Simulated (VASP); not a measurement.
# Ga2Te2Pd (P6_3/mmc) in VASP: single point with PBE

Aim: the single point of Ga2Te2Pd with PBE.

Everything below comes from runs of VASP 6.6.1. Logs are shortened: lines on timing, memory, paths and dates and some standing lists are left out, and cuts for length are marked.

**1. The cell of the first run**

It takes space group P6_3/mmc (No. 194, hexagonal). The conventional cell has a = 4.424 Å, b = 4.424 Å, c = 15.730 Å, α = 90.00°, β = 90.00°, γ = 120.00°. Within 3.3 Å of Ga (site symmetry 3m) lie 1 Ga at 2.52 Å and 1 Pd at 2.67 Å and 3 Te at 2.81 Å. Te (site symmetry 3m) has 3 Ga at 2.81 Å and 3 Pd at 2.96 Å within 3.7 Å. Pd (site symmetry -3m) has 2 Ga at 2.67 Å and 6 Te at 2.96 Å within 3.5 Å.

**2. Single point, PBE**

INCAR

```
SYSTEM = Ga2Te2Pd
PREC = Accurate ; ENCUT = 520
EDIFF = 1E-6 ; ISMEAR = 0
SIGMA = 0.1 ; LREAL = .FALSE.
LASPH = .TRUE. ; NELM = 80
ALGO = Fast ; ISIF = 2
LWAVE = .FALSE. ; LCHARG = .TRUE.
GGA = PE ; LELF = .TRUE.
LVHAR = .TRUE. ; NBANDS = 59
```

KPOINTS

```
regular mesh
0
G
  12 12 2
  0 0 0
```

POSCAR

```
Ga2Te2Pd
1.0
    4.4242702931      0.0000000000      0.0000000000
   -2.2121351466      3.8315304671      0.0000000000
    0.0000000000      0.0000000000     15.7301534800
Ga Te Pd
4 4 2
Direct
    0.0000000000      0.0000000000      0.3299744836
    0.0000000000      0.0000000000      0.1700255164
    0.0000000000      0.0000000000      0.8299744836
    0.0000000000      0.0000000000      0.6700255164
    0.3333333333      0.6666666667      0.0955264163
    0.3333333333      0.6666666667      0.4044735837
    0.6666666667      0.3333333333      0.5955264163
    0.6666666667      0.3333333333      0.9044735837
    0.0000000000      0.0000000000      0.5000000000
    0.0000000000      0.0000000000      0.0000000000
```

Potentials or basis: VASP PAW PBE potentials, release 64 (Ga_d, Te, Pd).

Command:

```console
$ cat potpaw_PBE.64/Ga_d/POTCAR potpaw_PBE.64/Te/POTCAR potpaw_PBE.64/Pd/POTCAR > POTCAR
$ mpirun -np 1 vasp_std > vasp.out
```

OUTCAR:

```text
SYSTEM = Ga2Te2Pd
   PREC = Accurate
   ENCUT = 520
   EDIFF = 1E-6
   ISMEAR = 0
   LREAL = .FALSE.
   LASPH = .TRUE.
   NELM = 80
   ISIF = 2
   GGA = PE

 ion  position               nearest neighbor table
   1  0.000  0.000  0.330-   2 2.52   9 2.67   6 2.81   6 2.81   6 2.81
   2  0.000  0.000  0.170-   1 2.52  10 2.67   5 2.81   5 2.81   5 2.81
   3  0.000  0.000  0.830-   4 2.52  10 2.67   8 2.81   8 2.81   8 2.81
   4  0.000  0.000  0.670-   3 2.52   9 2.67   7 2.81   7 2.81   7 2.81
   5  0.333  0.667  0.096-   2 2.81   2 2.81   2 2.81  10 2.96  10 2.96  10 2.96
   6  0.333  0.667  0.404-   1 2.81   1 2.81   1 2.81   9 2.96   9 2.96   9 2.96
   7  0.667  0.333  0.596-   4 2.81   4 2.81   4 2.81   9 2.96   9 2.96   9 2.96
   8  0.667  0.333  0.904-   3 2.81   3 2.81   3 2.81  10 2.96  10 2.96  10 2.96
   9  0.000  0.000  0.500-   1 2.67   4 2.67   6 2.96   7 2.96   7 2.96   6 2.96   7 2.96   6 2.96

  10  0.000  0.000  0.000-   2 2.67   3 2.67   5 2.96   8 2.96   8 2.96   5 2.96   8 2.96   5 2.96

  LATTYP: Found a hexagonal cell.
 ALAT       =     4.4242702931
 C/A-ratio  =     3.5554232535

  Lattice vectors:

 A1 = (   4.4242702931,   0.0000000000,   0.0000000000)
 A2 = (  -2.2121351466,   3.8315304671,   0.0000000000)
 A3 = (   0.0000000000,   0.0000000000,  15.7301534800)

Analysis of symmetry for initial positions (statically):
=====================================================================
 Subroutine PRICEL returns:
 Original cell was already a primitive cell.

 Routine SETGRP: Setting up the symmetry group for a
 hexagonal supercell.

 Subroutine GETGRP returns: Found 24 space group operations
 (whereof 12 operations were pure point group operations)
 out of a pool of 24 trial point group operations.

The static configuration has the point symmetry D_3d.
 The point group associated with its full space group is D_6h.

Analysis of symmetry for dynamics (positions and initial velocities):
=====================================================================
 Subroutine PRICEL returns:
 Original cell was already a primitive cell.

 Routine SETGRP: Setting up the symmetry group for a
 hexagonal supercell.

 Subroutine GETGRP returns: Found 24 space group operations
 (whereof 12 operations were pure point group operations)
 out of a pool of 24 trial point group operations.

The dynamic configuration has the point symmetry D_3d.
 The point group associated with its full space group is D_6h.

 Subroutine INISYM returns: Found 24 space group operations
 (whereof 12 operations are pure point group operations),
 and found     1 'primitive' translations

----------------------------------------------------------------------------------------

                                     Primitive cell

  volume of cell :     266.6533

  direct lattice vectors                    reciprocal lattice vectors
     4.424270293  0.000000000  0.000000000     0.226025973  0.130496157  0.000000000
    -2.212135147  3.831530467  0.000000000     0.000000000  0.260992313  0.000000000
     0.000000000  0.000000000 15.730153480     0.000000000  0.000000000  0.063572171

  length of vectors
     4.424270293  4.424270293 15.730153480     0.260992313  0.260992313  0.063572171

  position of ions in fractional coordinates (direct lattice)
     0.000000000  0.000000000  0.329974484
     0.000000000  0.000000000  0.170025516
     0.000000000  0.000000000  0.829974484
     0.000000000  0.000000000  0.670025516
     0.333333333  0.666666667  0.095526416
     0.333333333  0.666666667  0.404473584
     0.666666667  0.333333333  0.595526416
     0.666666667  0.333333333  0.904473584
     0.000000000  0.000000000  0.500000000
     0.000000000  0.000000000  0.000000000

  ion indices of the primitive-cell ions
   primitive index   ion index
                 1           1
                 2           2
                 3           3
                 4           4
                 5           5
                 6           6
                 7           7
                 8           8
                 9           9
                10          10

----------------------------------------------------------------------------------------

 KPOINTS: regular mesh

Automatic generation of k-mesh.
 Grid dimensions read from file:
 generate k-points for:   12   12    2

 Generating k-lattice:

  Cartesian coordinates                     Fractional coordinates (reciprocal lattice)
     0.018835498  0.010874680  0.000000000     0.083333333  0.000000000  0.000000000
     0.000000000  0.021749359  0.000000000     0.000000000  0.083333333  0.000000000
     0.000000000  0.000000000  0.031786085     0.000000000  0.000000000  0.500000000

  Length of vectors
     0.021749359  0.021749359  0.031786085

  Shift w.r.t. Gamma in fractional coordinates (k-lattice)
     0.000000000  0.000000000  0.000000000

 Subroutine IBZKPT returns following result:
 ===========================================

 Found     38 irreducible k-points:

 Following reciprocal coordinates:
            Coordinates               Weight
  0.000000  0.000000  0.000000      1.000000
  0.083333  0.000000  0.000000      6.000000
  0.166667  0.000000  0.000000      6.000000
  0.250000  0.000000  0.000000      6.000000
  0.333333 -0.000000  0.000000      6.000000
  0.416667  0.000000  0.000000      6.000000
[... 16 lines left out ...]
  0.250000  0.000000  0.500000      6.000000
  0.333333 -0.000000  0.500000      6.000000
 [... further k-points ...]
   k-points           NKPTS =     38   k-points in BZ     NKDIM =     38   number of bands    NBANDS=     59
   number of dos      NEDOS =    301   number of ions     NIONS =     10
   total plane-waves  NPLWV = 155520
   dimension x,y,z NGX =    36 NGY =   36 NGZ =  120
   dimension x,y,z NGXF=    72 NGYF=   72 NGZF=  240
   ions per type =               4   4   2
   NGX,Y,Z   is equivalent  to a cutoff of  13.53, 13.53, 12.68 a.u.
   NGXF,Y,Z  is equivalent  to a cutoff of  27.05, 27.05, 25.36 a.u.
 SYSTEM =  Ga2Te2Pd
   PREC   = accura    normal or accurate (medium, high low for compatibility)
   ISTART =      0    job   : 0-new  1-cont  2-samecut
   ICHARG =      2    charge: 1-file 2-atom 10-const
   ISPIN  =      1    spin polarized calculation?
   LNONCOLLINEAR =      F non collinear calculations
   LSORBIT =      F    spin-orbit coupling
   LASPH  =      T    aspherical Exc in radial PAW
   ENCUT  =  520.0 eV  38.22 Ry    6.18 a.u.   8.23  8.23 29.25*2*pi/ulx,y,z
   NELM   =     80;   NELMIN=  2; NELMDL= -5     # of ELM steps
   EDIFF  = 0.1E-05   stopping-criterion for ELM
   LREAL  =      F    real-space projection
   EDIFFG = 0.1E-04   stopping-criterion for IOM
   NSW    =      0    number of steps for IOM
   IBRION =     -1    ionic relax: 0-MD 1-quasi-New 2-CG
   NFREE  =      0    steps in history (QN), initial steepest desc. (CG)
   ISIF   =      2    stress and relaxation
   ISYM   =      2    0-nonsym 1-usesym 2-fastsym
   POTIM  = 0.5000    time-step for ionic-motion
   TEBEG  =    0.0;   TEEND  =   0.0 temperature during run
   PSTRESS=    0.0 pullay stress
   NELECT =      96.0000    total number of electrons
   NUPDOWN=      -1.0000    fix difference up-down
   EMIN   =  10.00;   EMAX   =-10.00  energy-range for DOS
   EFERMI =   0.00;   METHOD = LEGACY
   ISMEAR =     0;   SIGMA  =   0.10  broadening in eV -4-tet -1-fermi 0-gaus
   EFERMI_NEDOS =   21; number of points for ismear=-14 and -15
   IALGO  =     68    algorithm
   IMIX   =      4    mixing-type and parameters
     AMIX     =   0.40;   BMIX     =  1.00
     AMIX_MAG =   1.60;   BMIX_MAG =  1.00
  volume/ion in A,a.u.               =      26.67       179.95
  Fermi-wavevector in a.u.,A,eV,Ry     =   1.164617  2.200806 18.454012  1.356332
  Thomas-Fermi vector in A             =   2.301152
   LORBIT       =      0    0 simple, 1 ext, 2 COOP (PROOUT), +10 PAW based schemes
   GGA     = PE    functional components
   LHFCALC =     F    Hartree Fock is set to
   AEXX    =    0.0000 exact exchange contribution
   IVDW    =     0    specifies the selected vdW correction
   LEPSILON=     F    determine dielectric tensor
   LRPA    =     F    only Hartree local field effects (RPA)
 non-spin polarized calculation
 RMM-DIIS sequential band-by-band and
 Gauss-broadening in eV      SIGMA  =   0.10
  energy-cutoff  :      520.00
  volume of cell :      266.65
 maximum number of plane-waves:      7241
 NGX is ok and might be reduce to    36
   NGX = 17   NGY = 17   NGZ = 59

 number of electron      96.0000015 magnetization

 Free energy of the ion-electron system (eV)
  ---------------------------------------------------
  ext. energy  EPLUGINS =         0.00000000
  ---------------------------------------------------
  free energy    TOTEN  =       -36.34016577 eV

  energy without entropy =      -36.33006823  energy(sigma->0) =      -36.33511700

 E-fermi :   5.4855     XC(G=0):  -9.5241

 val. band max:        5.4807573393   @ k =   0.2500   0.0000   0.0000
 cond. band min:       5.4862170838   @ k =   0.1667   0.0833   0.0000
 fundamental gap:      0.0054597446
 Fermi energy:         5.4854750234

 k-point     1 :       0.0000    0.0000    0.0000
  band No.  band energies     occupation
      1      -9.8883      2.00000
      2      -9.8791      2.00000
      3      -9.7682      2.00000
      4      -9.7682      2.00000
      5      -9.7670      2.00000
      6      -9.7670      2.00000
[... 51 lines left out ...]
     58       8.8157      0.00000
     59       9.1504      0.00000

 k-point     2 :       0.0833    0.0000    0.0000
  band No.  band energies     occupation
      1      -9.8880      2.00000
      2      -9.8787      2.00000
      3      -9.7704      2.00000
      4      -9.7694      2.00000
      5      -9.7682      2.00000
      6      -9.7670      2.00000
[... 51 lines left out ...]
     58       8.9967      0.00000
     59       9.0101      0.00000

 k-point     3 :       0.1667    0.0000    0.0000
  band No.  band energies     occupation
      1      -9.8871      2.00000
      2      -9.8777      2.00000
      3      -9.7763      2.00000
      4      -9.7758      2.00000
      5      -9.7680      2.00000
      6      -9.7668      2.00000
[... 1238 lines left out ...]
      5      -9.7673      2.00000
      6      -9.7673      2.00000
[... 51 lines left out ...]
     58       8.8104      0.00000
     59      10.0855      0.00000

 k-point    24 :       0.3333   -0.0000    0.5000
  band No.  band energies     occupation
      1      -9.8798      2.00000
      2      -9.8798      2.00000
      3      -9.7923      2.00000
      4      -9.7923      2.00000
      5      -9.7673      2.00000
      6      -9.7673      2.00000
[... 51 lines left out ...]
     58       9.1314      0.00000
     59      10.5254      0.00000

 [... further k-points ...]

------------------------ aborting loop because EDIFF is reached ----------------------------------------

  FORCE on cell =-STRESS in cart. coord.  units (eV):
  Direction    XX          YY          ZZ          XY          YZ          ZX
  --------------------------------------------------------------------------------------
  -------------------------------------------------------------------------------------
  Total        0.0291048      0.0291048      0.1184158     -0.0000000      0.0000000      0.0000000
  in kB        0.1748752      0.1748752      0.7114975     -0.0000000      0.0000000      0.0000000
  external PRESSURE =       0.3537493 kB  Pullay stress =       0.0000000 kB

 VOLUME and BASIS-vectors are now :
 -----------------------------------------------------------------------------
  energy-cutoff  :      520.00
  volume of cell :      266.65
      direct lattice vectors                 reciprocal lattice vectors
     4.424270293  0.000000000  0.000000000     0.226025973  0.130496157  0.000000000
    -2.212135147  3.831530467  0.000000000     0.000000000  0.260992313  0.000000000
     0.000000000  0.000000000 15.730153480     0.000000000  0.000000000  0.063572171

 POSITION                                       TOTAL-FORCE (eV/Angst)
 -----------------------------------------------------------------------------------
      0.00000      0.00000      5.19055         0.000000      0.000000     -0.005306
      0.00000      0.00000      2.67453         0.000000     -0.000000      0.005306
      0.00000      0.00000     13.05563        -0.000000     -0.000000     -0.005306
      0.00000      0.00000     10.53960        -0.000000     -0.000000      0.005306
     -0.00000      2.55435      1.50265        -0.000000      0.000000     -0.017087
     -0.00000      2.55435      6.36243        -0.000000     -0.000000      0.017087
      2.21214      1.27718      9.36772         0.000000      0.000000     -0.017087
      2.21214      1.27718     14.22751         0.000000     -0.000000      0.017087
      0.00000      0.00000      7.86508         0.000000     -0.000000     -0.000000
      0.00000      0.00000      0.00000         0.000000     -0.000000     -0.000000
 -----------------------------------------------------------------------------------
    total drift:                               -0.000000     -0.000000      0.000000

  FREE ENERGIE OF THE ION-ELECTRON SYSTEM (eV)
  ---------------------------------------------------
  free  energy   TOTEN  =       -36.3401657654 eV

  energy  without entropy=      -36.3300682278  energy(sigma->0) =      -36.33511700
```

Wall time 37 min (1 thread of AMD EPYC 7R13, shared host); peak memory 0.69 GiB.

What came out:

| Property | Result |
| --- | --- |
| Free energy | -36.3402 eV |
| Pressure | 0.0 GPa |
| Largest force | 0.017 eV/Å |
| Band gap on the k mesh | zero (band 48 reaches 5.55 eV, above the bottom of band 49 at 5.31 eV) |

Forces on the atoms (eV/Å):
```
Ga   0.000  0.000 -0.005
Ga   0.000  0.000  0.005
Ga   0.000  0.000 -0.005
Ga   0.000  0.000  0.005
Te   0.000  0.000 -0.017
Te   0.000  0.000  0.017
Te   0.000  0.000 -0.017
Te   0.000  0.000  0.017
Pd   0.000  0.000  0.000
Pd   0.000  0.000  0.000
```

Levels at points of the mesh, in eV from the Fermi level:
| k point | band 44 | band 45 | band 46 | band 47 | band 48 | band 49 | band 50 | band 51 | band 52 | band 53 |
| --- | --- | --- | --- | --- | --- | --- | --- | --- | --- | --- |
| (0.00, 0.00, 0.00) | -0.67 | -0.32 | -0.27 | -0.27 | -0.06 | -0.06 | 0.11 | 0.15 | 1.87 | 2.18 |
| (0.50, 0.00, 0.00) | -2.04 | -0.85 | -0.67 | -0.50 | -0.50 | -0.17 | 0.40 | 0.86 | 1.28 | 1.61 |
| (0.00, 0.00, 0.50) | -1.75 | -0.16 | -0.16 | -0.16 | -0.16 | -0.11 | -0.11 | 1.16 | 1.16 | 2.23 |
| (0.50, 0.00, 0.50) | -2.05 | -0.68 | -0.68 | -0.49 | -0.49 | -0.10 | -0.10 | 1.27 | 1.27 | 2.19 |

Caveat: spin-orbit coupling is left out, which moves the levels of the heavy elements.
